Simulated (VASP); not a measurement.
**CdIn2O2: single point with PBE**

The system is CdIn2O2.

```
Cd In O
1.0
    -2.89256    2.89256    3.28972
     2.89256   -2.89256    3.28972
     2.89256    2.89256   -3.28972
Cd In O
1 2 2
Cartesian
  0.0000 0.0000 0.0000
  0.0000 2.8926 1.6449
  2.8926 0.0000 1.6449
  0.0000 2.8926 0.0000
  2.8926 0.0000 0.0000
```

| Quantity | Value |
| --- | --- |
| Program | VASP 6.6.1 |
| Task | single point |
| Functional | PBE |
| Potentials or basis | VASP PAW PBE potentials, release 64 (Cd, In_d, O) |
| Cutoff | 520 eV |
| k mesh | 4 × 4 × 4 |
| Occupations | gaussian, width 0.1 eV |
| Spin | no spin polarisation |
| Dipole correction | no |
| Further INCAR settings | ALGO = Normal; EDIFF = 1e-06; NBANDS = 33 |

The pressure is 45.1 GPa and the band gap on the k mesh is zero (band 25 reaches 5.29 eV, above the bottom of band 26 at 3.32 eV).

Stress tensor (GPa, compression positive):
```
  1.33   0.00   0.00
  0.00   1.33   0.00
  0.00   0.00 132.57
```

Levels at points of the mesh, in eV from the Fermi level:
```
           k point  band 21  band 22  band 23  band 24  band 25  band 26  band 27  band 28  band 29  band 30
(0.00, 0.00, 0.00)    -6.67    -4.57    -4.57    -4.25     0.69     0.69     2.18     2.37     3.50     3.50
(0.50, 0.00, 0.00)    -6.00    -5.65    -5.55    -2.23    -0.58     1.40     2.25     2.36     2.99     4.49
(0.50, 0.50, 0.00)    -6.30    -4.69    -4.14    -1.92    -1.31    -1.26     2.53     3.13     4.19     4.39
(0.50, 0.50, 0.50)    -7.23    -4.28    -4.28    -2.70     0.70     0.70     1.24     1.51     2.45     3.80
```

Wall time 52 s on 1 thread of Intel(R) Xeon(R) Platinum 8488C (Sapphire Rapids) (shared host), peak memory 0.25 GiB.

Caveat: the k points lie up to 0.38 Å⁻¹ apart; spin-orbit coupling is left out, which moves the levels of the heavy elements.
